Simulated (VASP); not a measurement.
# Si2W (I4/mmm) in VASP: a series of runs, part 2 of 2

VASP 6.6.1. Earlier steps stand in the parts before.

**3. Single point, PBE**

This run uses another cell than the first one, of 13.67 Å³/atom, 1.017 times its volume.

INCAR

```
SYSTEM = Si2W
PREC = Accurate
ENCUT = 520
EDIFF = 1E-7
ISMEAR = 0
SIGMA = 0.1
LREAL = .False.
LASPH = .True.
NELM = 60
ALGO = Normal
ISIF = 2
LWAVE = .False.
LCHARG = .False.
GGA = PE
NBANDS = 18
```

KPOINTS

```
Automatic mesh
0
Gamma
  18 18 18
  0 0 0
```

POSCAR

```
Si2W
1.0
   -1.6145681838      1.6145681838      3.9334723147
    1.6145681838     -1.6145681838      3.9334723147
    1.6145681838      1.6145681838     -3.9334723147
Si W
2 1
Direct
    0.3345739609      0.3345739609      0.0000000000
    0.6654260391      0.6654260391      0.0000000000
    0.0000000000      0.0000000000      0.0000000000
```

Potentials or basis: VASP PAW PBE potentials, release 64 (Si, W_sv).

Launch:

```sh
$ cat potpaw_PBE.64/Si/POTCAR potpaw_PBE.64/W_sv/POTCAR > POTCAR
$ mpirun -np 1 vasp_std > vasp.out
```

OUTCAR:

```text
SYSTEM = Si2W
   PREC = Accurate
   ENCUT = 520
   EDIFF = 1E-7
   ISMEAR = 0
   LREAL = .False.
   LASPH = .True.
   NELM = 60
   ISIF = 2
   GGA = PE

 ion  position               nearest neighbor table
   1  0.335  0.335  0.000-   2 2.60   3 2.63   3 2.63   3 2.63   3 2.63   3 2.63   2 2.64   2 2.64
                             2 2.64   2 2.64
   2  0.665  0.665  0.000-   1 2.60   3 2.63   3 2.63   3 2.63   3 2.63   3 2.63   1 2.64   1 2.64
                             1 2.64   1 2.64
   3  0.000  0.000  0.000-   2 2.63   2 2.63   2 2.63   1 2.63   2 2.63   1 2.63   1 2.63   1 2.63
                             1 2.63   2 2.63

  LATTYP: Found a body centered tetragonal cell.
 ALAT       =     3.2291363676
 C/A-ratio  =     2.4362379701

  Lattice vectors:

 A1 = (  -1.6145681838,   1.6145681838,   3.9334723147)
 A2 = (   1.6145681838,  -1.6145681838,   3.9334723147)
 A3 = (   1.6145681838,   1.6145681838,  -3.9334723147)

Analysis of symmetry for initial positions (statically):
=====================================================================
 Subroutine PRICEL returns:
 Original cell was already a primitive cell.

 Routine SETGRP: Setting up the symmetry group for a
 body centered tetragonal supercell.

 Subroutine GETGRP returns: Found 16 space group operations
 (whereof 16 operations were pure point group operations)
 out of a pool of 16 trial point group operations.

The static configuration has the point symmetry D_4h.

Analysis of symmetry for dynamics (positions and initial velocities):
=====================================================================
 Subroutine PRICEL returns:
 Original cell was already a primitive cell.

 Routine SETGRP: Setting up the symmetry group for a
 body centered tetragonal supercell.

 Subroutine GETGRP returns: Found 16 space group operations
 (whereof 16 operations were pure point group operations)
 out of a pool of 16 trial point group operations.

The dynamic configuration has the point symmetry D_4h.

 Subroutine INISYM returns: Found 16 space group operations
 (whereof 16 operations are pure point group operations),
 and found     1 'primitive' translations

----------------------------------------------------------------------------------------

                                     Primitive cell

  volume of cell :      41.0156

  direct lattice vectors                    reciprocal lattice vectors
    -1.614568184  1.614568184  3.933472315     0.000000000  0.309680325  0.127114153
     1.614568184 -1.614568184  3.933472315     0.309680325  0.000000000  0.127114153
     1.614568184  1.614568184 -3.933472315     0.309680325  0.309680325  0.000000000

  length of vectors
     4.548171643  4.548171643  4.548171643     0.334753509  0.334753509  0.437954116

  position of ions in fractional coordinates (direct lattice)
     0.334573961  0.334573961  0.000000000
     0.665426039  0.665426039  0.000000000
     0.000000000  0.000000000  0.000000000

  ion indices of the primitive-cell ions
   primitive index   ion index
                 1           1
                 2           2
                 3           3

----------------------------------------------------------------------------------------

 KPOINTS: Automatic mesh

Automatic generation of k-mesh.
 Grid dimensions read from file:
 generate k-points for:   18   18   18

 Generating k-lattice:

  Cartesian coordinates                     Fractional coordinates (reciprocal lattice)
     0.000000000  0.017204463  0.007061897     0.055555556 -0.000000000  0.000000000
     0.017204463  0.000000000  0.007061897    -0.000000000  0.055555556  0.000000000
     0.017204463  0.017204463  0.000000000     0.000000000  0.000000000  0.055555556

  Length of vectors
     0.018597417  0.018597417  0.024330784

  Shift w.r.t. Gamma in fractional coordinates (k-lattice)
     0.000000000  0.000000000  0.000000000

 Subroutine IBZKPT returns following result:
 ===========================================

 Found    480 irreducible k-points:

 Following reciprocal coordinates:
            Coordinates               Weight
  0.000000  0.000000  0.000000      1.000000
  0.055556  0.000000  0.000000      8.000000
  0.111111  0.000000  0.000000      8.000000
  0.166667  0.000000  0.000000      8.000000
  0.222222  0.000000 -0.000000      8.000000
  0.277778  0.000000  0.000000      8.000000
[... 16 lines left out ...]
 -0.277778  0.055556 -0.000000     16.000000
 -0.222222  0.055556  0.000000     16.000000
 [... further k-points ...]
   k-points           NKPTS =    480   k-points in BZ     NKDIM =    480   number of bands    NBANDS=     18
   number of dos      NEDOS =    301   number of ions     NIONS =      3
   total plane-waves  NPLWV =  46656
   dimension x,y,z NGX =    36 NGY =   36 NGZ =   36
   dimension x,y,z NGXF=    72 NGYF=   72 NGZF=   72
   ions per type =               2   1
   NGX,Y,Z   is equivalent  to a cutoff of  13.16, 13.16, 13.16 a.u.
   NGXF,Y,Z  is equivalent  to a cutoff of  26.32, 26.32, 26.32 a.u.
 SYSTEM =  Si2W
   PREC   = accura    normal or accurate (medium, high low for compatibility)
   ISTART =      0    job   : 0-new  1-cont  2-samecut
   ICHARG =      2    charge: 1-file 2-atom 10-const
   ISPIN  =      1    spin polarized calculation?
   LNONCOLLINEAR =      F non collinear calculations
   LSORBIT =      F    spin-orbit coupling
   LASPH  =      T    aspherical Exc in radial PAW
   ENCUT  =  520.0 eV  38.22 Ry    6.18 a.u.   8.46  8.46  8.46*2*pi/ulx,y,z
   NELM   =     60;   NELMIN=  2; NELMDL= -5     # of ELM steps
   EDIFF  = 0.1E-06   stopping-criterion for ELM
   LREAL  =      F    real-space projection
   EDIFFG = 0.1E-05   stopping-criterion for IOM
   NSW    =      0    number of steps for IOM
   IBRION =     -1    ionic relax: 0-MD 1-quasi-New 2-CG
   NFREE  =      0    steps in history (QN), initial steepest desc. (CG)
   ISIF   =      2    stress and relaxation
   ISYM   =      2    0-nonsym 1-usesym 2-fastsym
   POTIM  = 0.5000    time-step for ionic-motion
   TEBEG  =    0.0;   TEEND  =   0.0 temperature during run
   PSTRESS=    0.0 pullay stress
   NELECT =      22.0000    total number of electrons
   NUPDOWN=      -1.0000    fix difference up-down
   EMIN   =  10.00;   EMAX   =-10.00  energy-range for DOS
   EFERMI =   0.00;   METHOD = LEGACY
   ISMEAR =     0;   SIGMA  =   0.10  broadening in eV -4-tet -1-fermi 0-gaus
   EFERMI_NEDOS =   21; number of points for ismear=-14 and -15
   IALGO  =     38    algorithm
   IMIX   =      4    mixing-type and parameters
     AMIX     =   0.40;   BMIX     =  1.00
     AMIX_MAG =   1.60;   BMIX_MAG =  1.00
  volume/ion in A,a.u.               =      13.67        92.26
  Fermi-wavevector in a.u.,A,eV,Ry     =   1.330146  2.513612 24.072643  1.769289
  Thomas-Fermi vector in A             =   2.459255
   LORBIT       =      0    0 simple, 1 ext, 2 COOP (PROOUT), +10 PAW based schemes
   GGA     = PE    functional components
   LHFCALC =     F    Hartree Fock is set to
   AEXX    =    0.0000 exact exchange contribution
   IVDW    =     0    specifies the selected vdW correction
   LEPSILON=     F    determine dielectric tensor
   LRPA    =     F    only Hartree local field effects (RPA)
 non-spin polarized calculation
 Gauss-broadening in eV      SIGMA  =   0.10
  energy-cutoff  :      520.00
  volume of cell :       41.02
 maximum number of plane-waves:      1134
 NGX is ok and might be reduce to    36
   NGX = 17   NGY = 17   NGZ = 17

 number of electron      22.0000000 magnetization

 Free energy of the ion-electron system (eV)
  ---------------------------------------------------
  ext. energy  EPLUGINS =         0.00000000
  ---------------------------------------------------
  free energy    TOTEN  =       -24.81573243 eV

  energy without entropy =      -24.81482687  energy(sigma->0) =      -24.81527965

 E-fermi :  11.7577     XC(G=0): -12.4608

 val. band max:       11.7379114026   @ k =  -0.3889   0.5000   0.3333
 cond. band min:      11.7950672004   @ k =  -0.3889  -0.4444   0.3889
 fundamental gap:      0.0571557979
 Fermi energy:        11.7576651647

 k-point     1 :       0.0000    0.0000    0.0000
  band No.  band energies     occupation
      1     -62.1276      2.00000
      2     -26.3744      2.00000
      3     -26.3611      2.00000
      4     -26.3611      2.00000
      5      -2.2033      2.00000
      6       4.9981      2.00000
[... 10 lines left out ...]
     17      17.3548      0.00000
     18      17.3548      0.00000
[... 466 lines left out ...]
      2     -26.4458      2.00000
      3     -26.3668      2.00000
      4     -26.3594      2.00000
      5      -1.3067      2.00000
      6       5.0922      2.00000
[... 10 lines left out ...]
     17      17.9593      0.00000
     18      19.8890      0.00000

 [... further k-points ...]
[... 5 lines left out ...]
  --------------------------------------------------------------------------------------
  -------------------------------------------------------------------------------------
  Total        0.0276492      0.0276492      0.0154579      0.0000000      0.0000000     -0.0000000
  in kB        1.0800513      1.0800513      0.6038274      0.0000000      0.0000000     -0.0000000
  external PRESSURE =       0.9213100 kB  Pullay stress =       0.0000000 kB

 VOLUME and BASIS-vectors are now :
 -----------------------------------------------------------------------------
  energy-cutoff  :      520.00
  volume of cell :       41.02
      direct lattice vectors                 reciprocal lattice vectors
    -1.614568184  1.614568184  3.933472315     0.000000000  0.309680325  0.127114153
     1.614568184 -1.614568184  3.933472315     0.309680325  0.000000000  0.127114153
     1.614568184  1.614568184 -3.933472315     0.309680325  0.309680325  0.000000000

 POSITION                                       TOTAL-FORCE (eV/Angst)
 -----------------------------------------------------------------------------------
      0.00000      0.00000      2.63207         0.000000      0.000000     -0.003714
      0.00000      0.00000      5.23487        -0.000000     -0.000000      0.003714
      0.00000      0.00000      0.00000        -0.000000     -0.000000     -0.000000
 -----------------------------------------------------------------------------------
    total drift:                               -0.000000      0.000000     -0.000000

  FREE ENERGIE OF THE ION-ELECTRON SYSTEM (eV)
  ---------------------------------------------------
  free  energy   TOTEN  =       -24.8157324348 eV

  energy  without entropy=      -24.8148268733  energy(sigma->0) =      -24.81527965
```

OSZICAR:

```text
N       E                     dE             d eps       ncg     rms          rms(c)
DAV:   1     0.131872698954E+03    0.13187E+03   -0.10869E+04 17288   0.123E+03
DAV:   2    -0.210672402758E+02   -0.15294E+03   -0.14924E+03 19742   0.322E+02
DAV:   3    -0.256528925654E+02   -0.45857E+01   -0.45138E+01 21638   0.499E+01
DAV:   4    -0.256952754430E+02   -0.42383E-01   -0.42298E-01 20444   0.501E+00
DAV:   5    -0.256957236115E+02   -0.44817E-03   -0.44815E-03 20700   0.555E-01    0.247E+01
DAV:   6    -0.249201054294E+02    0.77562E+00   -0.36920E+00 18574   0.134E+01    0.834E+00
DAV:   7    -0.248393200218E+02    0.80785E-01   -0.25695E-01 18450   0.281E+00    0.452E+00
DAV:   8    -0.248162233923E+02    0.23097E-01   -0.46791E-02 19486   0.170E+00    0.333E-01
DAV:   9    -0.248158269662E+02    0.39643E-03   -0.11216E-03 20048   0.265E-01    0.199E-01
DAV:  10    -0.248157395903E+02    0.87376E-04   -0.28682E-04 20400   0.146E-01    0.388E-02
DAV:  11    -0.248157329400E+02    0.66504E-05   -0.38753E-05 19810   0.450E-02    0.178E-02
DAV:  12    -0.248157332369E+02   -0.29692E-06   -0.17815E-06 20542   0.858E-03    0.426E-03
DAV:  13    -0.248157325165E+02    0.72038E-06   -0.34460E-07 18288   0.511E-03    0.653E-04
DAV:  14    -0.248157324348E+02    0.81704E-07   -0.13426E-08  9552   0.110E-03
   1 F= -.24815732E+02 E0= -.24815280E+02  d E =-.905561E-03
```

It took 6.1 min on 1 thread of Intel Xeon 6975P-C, shared host; peak memory 0.47 GiB.

Results:

```yaml
Free_energy: -24.8157 eV
Pressure: 0.1 GPa
Largest_force: 0.004 eV/Å
Band_gap_on_the_k_mesh: zero (band 11 reaches 12.49 eV, above the bottom of band 12 at 11.24 eV)
```

Forces in eV/Å, atoms in the order of the input:
```
Si   0.000  0.000 -0.004
Si   0.000  0.000  0.004
W    0.000  0.000  0.000
```

Caveat: spin-orbit coupling is left out, which moves the levels of the heavy elements.

**4. Single point, PBE**

This run uses another cell than the first one, of 13.67 Å³/atom, 1.017 times its volume.

INCAR

```
SYSTEM = Si2W
ALGO = Normal
EDIFF = 1E-7
ENCUT = 520
GGA = PE
ISIF = 2
ISMEAR = 0
LASPH = .True.
LCHARG = .True.
LELF = .True.
LREAL = .False.
LVHAR = .True.
LWAVE = .False.
NBANDS = 18
NELM = 60
PREC = Accurate
SIGMA = 0.1
```

KPOINTS

```
Automatic mesh
0
Gamma
  18 18 18
  0.5 0.5 0.5
```

POSCAR is that of step 3.

Launch:

```sh
$ cat potpaw_PBE.64/Si/POTCAR potpaw_PBE.64/W_sv/POTCAR > POTCAR
$ mpirun -np 1 vasp_std > vasp.out
```

Run time: 7.8 min. Hardware: 1 thread of Intel Xeon 6975P-C, shared host; peak memory 0.47 GiB.

The run converged. Its results:

| Property | Result |
| --- | --- |
| Free energy | -24.8157 eV |
| Pressure | 0.1 GPa |
| Largest force | 0.005 eV/Å |
| Band gap on the k mesh | zero (band 11 reaches 12.47 eV, above the bottom of band 12 at 11.27 eV) |

Forces in eV/Å, atoms in the order of the input:
```
Si   0.000  0.000 -0.005
Si   0.000  0.000  0.005
W    0.000  0.000  0.000
```

Levels at points of the mesh, in eV from the Fermi level:
| k point | band 7 | band 8 | band 9 | band 10 | band 11 | band 12 | band 13 | band 14 | band 15 | band 16 |
| --- | --- | --- | --- | --- | --- | --- | --- | --- | --- | --- |
| (0.03, 0.03, 0.03) | -4.06 | -3.25 | -3.04 | -2.45 | 0.10 | 2.43 | 3.07 | 3.12 | 3.29 | 4.62 |

Caveat: spin-orbit coupling is left out, which moves the levels of the heavy elements.

**5. Single point, PBE**

This run uses another cell than the first one, of 13.67 Å³/atom, 1.017 times its volume.

INCAR

```
SYSTEM = Si2W
PREC = Accurate
ENCUT = 520
EDIFF = 1E-7
ISMEAR = 0
SIGMA = 0.1
LREAL = .False.
LASPH = .True.
NELM = 60
ALGO = Normal
ISIF = 2
LWAVE = .False.
LCHARG = .False.
GGA = PE
NBANDS = 18
```

KPOINTS

```
Automatic mesh
0
Gamma
  18 18 18
  0 0 0
```

POSCAR

```
Si2W
1.0
   -1.6145681841      1.6145681841      3.9334723130
    1.6145681841     -1.6145681841      3.9334723130
    1.6145681841      1.6145681841     -3.9334723130
Si W
2 1
Direct
    0.3345739611      0.3345739611      0.0000000000
    0.6654260389      0.6654260389      0.0000000000
    0.0000000000      0.0000000000      0.0000000000
```

Launch:

```sh
$ cat potpaw_PBE.64/Si/POTCAR potpaw_PBE.64/W_sv/POTCAR > POTCAR
$ mpirun -np 1 vasp_std > vasp.out
```

Run time: 12 min. Hardware: 1 thread of AMD EPYC 7R13, shared host; peak memory 0.44 GiB.

Results (log left out):

```
Free energy            : -24.8157 eV
Pressure               : 0.1 GPa
Largest force          : 0.004 eV/Å
Band gap on the k mesh : zero (band 11 reaches 12.49 eV, above the bottom of band 12 at 11.24 eV)
```

Forces in eV/Å, atoms in the order of the input:
```
Si   0.000  0.000 -0.004
Si   0.000  0.000  0.004
W    0.000  0.000  0.000
```

Levels at points of the mesh, in eV from the Fermi level:
```
           k point  band 8  band 9  band 10  band 11  band 12  band 13  band 14  band 15
(0.00, 0.00, 0.00)   -3.25   -2.81    -2.81     0.60     2.65     2.98     3.03     3.03
(0.50, 0.00, 0.00)   -4.81   -2.75    -2.71    -0.42     2.65     2.75     3.90     4.31
(0.50, 0.50, 0.00)   -5.50   -4.96    -3.19    -1.76     2.73     2.91     3.06     3.85
(0.50, 0.50, 0.50)   -2.54   -0.85    -0.85    -0.49    -0.49     0.78     4.44     4.72
```

Caveat: spin-orbit coupling is left out, which moves the levels of the heavy elements.

**6. Single point, PBE**

This run uses another cell than the first one, of 13.67 Å³/atom, 1.017 times its volume.

INCAR

```
PREC = Accurate ; ENCUT = 520
EDIFF = 1E-7 ; ISMEAR = 0
SIGMA = 0.1 ; LREAL = F
LASPH = T ; NELM = 60
ALGO = Normal ; ISIF = 2
LWAVE = F ; LCHARG = F
GGA = PE ; ISYM = 0
NBANDS = 18
```

KPOINTS

```
Automatic mesh
0
Gamma
  11 11 9
```

POSCAR

```
Si2W
1.0
    3.2291363681      0.0000000000      0.0000000000
    0.0000000000      3.2291363681      0.0000000000
    1.6145681841     -1.6145681841      3.9334723130
Si W
2 1
Direct
    0.6654260389      0.3345739611      0.6691479221
    0.3345739611      0.6654260389      0.3308520779
    0.0000000000      0.0000000000      0.0000000000
```

Potentials or basis: VASP PAW PBE potentials, release 64 (Si, W_sv).

Launch:

```sh
$ cat potpaw_PBE.64/Si/POTCAR potpaw_PBE.64/W_sv/POTCAR > POTCAR
$ mpirun -np 1 vasp_std > vasp.out
```

Wall time 6.4 min (1 thread of AMD EPYC 7R13, shared host); peak memory 0.44 GiB.

Results (log left out):

```yaml
Free_energy: -24.8143 eV
Pressure: 0.1 GPa
Largest_force: 0.023 eV/Å
Band_gap_on_the_k_mesh: zero (band 11 reaches 12.48 eV, above the bottom of band 12 at 11.32 eV)
```

Forces in eV/Å, atoms in the order of the input:
```
Si   0.000  0.000 -0.023
Si   0.000  0.000  0.023
W    0.000  0.000  0.000
```

Stress tensor (GPa, compression positive):
```
 0.06  0.00 -0.01
 0.00  0.06  0.01
-0.01  0.01  0.16
```

Levels at points of the mesh, in eV from the Fermi level:
| k point | band 8 | band 9 | band 10 | band 11 | band 12 | band 13 | band 14 | band 15 |
| --- | --- | --- | --- | --- | --- | --- | --- | --- |
| (0.00, 0.00, 0.00) | -3.25 | -2.80 | -2.80 | 0.60 | 2.66 | 2.99 | 3.04 | 3.04 |

Caveat: spin-orbit coupling is left out, which moves the levels of the heavy elements.

**7. The runs side by side**

| cell | k mesh | gap on the mesh (eV) | pressure (GPa) | largest force (eV/Å) |
| --- | --- | --- | --- | --- |
| a = 4.515 Å, angles 138.3, 138.3, 60.5°, 3 atoms | 8 × 8 × 8 | none | 4.2 | 0.08 |
| a = 4.548 Å, angles 138.4, 138.4, 60.3°, 3 atoms | 18 × 18 × 18 | none | 0.1 | - |
| a = 4.548 Å, angles 138.4, 138.4, 60.3°, 3 atoms | 18 × 18 × 18, shifted | none | 0.1 | - |
| a = 3.229, b = 3.229, c = 4.548 Å, angles 110.8, 69.2, 90.0°, 3 atoms | 11 × 11 × 9 | none | 0.1 | 0.02 |

Alike in all rows: task single point; level PBE; potentials or basis VASP PAW PBE potentials, release 64 (Si, W_sv); no spin polarisation; cutoff (eV) 520; smearing gaussian 0.1 eV.

Caveats: spin-orbit coupling is left out, which moves the levels of the heavy elements.

Total energies depend on the potentials used, so only differences within one code and one set of settings carry meaning.
